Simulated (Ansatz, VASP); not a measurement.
## CaHOs2: VASP beside Ansatz

INCAR

```
SYSTEM = CaHOs2
  PREC = Accurate
  ENCUT = 600
  EDIFF = 1E-7
  ISMEAR = 0
  SIGMA = 0.1
  LREAL = .FALSE.
  LASPH = .TRUE.
  NELM = 100
  ALGO = Normal
  ISIF = 3
  LWAVE = .FALSE.
  LCHARG = .FALSE.
  GGA = PE
  IBRION = 2
  NSW = 90
  EDIFFG = -0.04
```

The input KPOINTS:

```
Automatic mesh
0
G
  6 6 4
  0 0 0
```

Contents of POSCAR:

```
CaHOs2
1.0
    3.2962608700      0.0000000000      0.0000000000
    0.0000000000      3.2962608700      0.0000000000
    0.0000000000      0.0000000000      4.6537219700
Ca H Os
1 1 2
Direct
    0.5000000000      0.5000000000      0.5000000000
    0.0000000000      0.0000000000      0.0000000000
    0.0000000000      0.0000000000      0.5000000000
    0.5000000000      0.5000000000      0.0000000000
```

Input for Ansatz:

```yaml
crystal:
  lattice:
    - [3.29626087, 0.0, 0.0]
    - [0.0, 3.29626087, 0.0]
    - [0.0, 0.0, 4.65372197]
  atoms:
    - { symbol: Ca, position: [0.5, 0.5, 0.5] }
    - { symbol: H, position: [0.0, 0.0, 0.0] }
    - { symbol: Os, position: [0.0, 0.0, 0.5] }
    - { symbol: Os, position: [0.5, 0.5, 0.0] }
basis:
  ecutwfc: 420
kpoints:
  mp_grid: { grid: [6, 6, 4] }
hamiltonian:
  xc: pbe
scf:
  occupations: { method: gaussian, width: 0.1 }
  lower_state_search: "off"
output:
  forces: true
  stress: true
  eigenvalues: true
relax:
  adjacent_minimum: "off"
  f_tol: 0.04
  max_steps: 70
  cell: { stress_tol: 0.4 }
```

Change from the starting cell: species swapped into the HfZrC2 type (P4/mmm, No. 123).

Alike in both runs: task relaxation of cell and atoms; functional PBE; k mesh 6 × 6 × 4; occupations gaussian, width 0.1 eV; no spin polarisation.

```csv
,VASP,Ansatz
version,VASP 6.6.1,Ansatz 0.2.0
potentials or method,"VASP PAW PBE potentials, release 64 (Ca_sv, H, Os), cutoff 600 eV","scalar-relativistic, plane waves, PAW"
valence electrons in the cell,27,43
```

|  | VASP | Ansatz | Ansatz less VASP |
| --- | --- | --- | --- |
| gap on the k mesh at the Fermi level, each at its own relaxed structure (eV) | none | none | - |
| relaxed volume (Å³/atom) | 16.49 | 16.38 | -0.108 |
| relaxed cell length with the largest relative difference (Å) | 5.033 | 5.021 | -0.0127 |

A gap of «none» marks a metal or a gap that the smearing closes. VASP's potentials hold 27 valence electrons a cell and Ansatz's 43, so a difference there can come from the potentials and not from the codes.

Spin-orbit coupling is off throughout. Noted on VASP's run: the volume moved by over 15 % at a fixed basis, so the end points are rough.
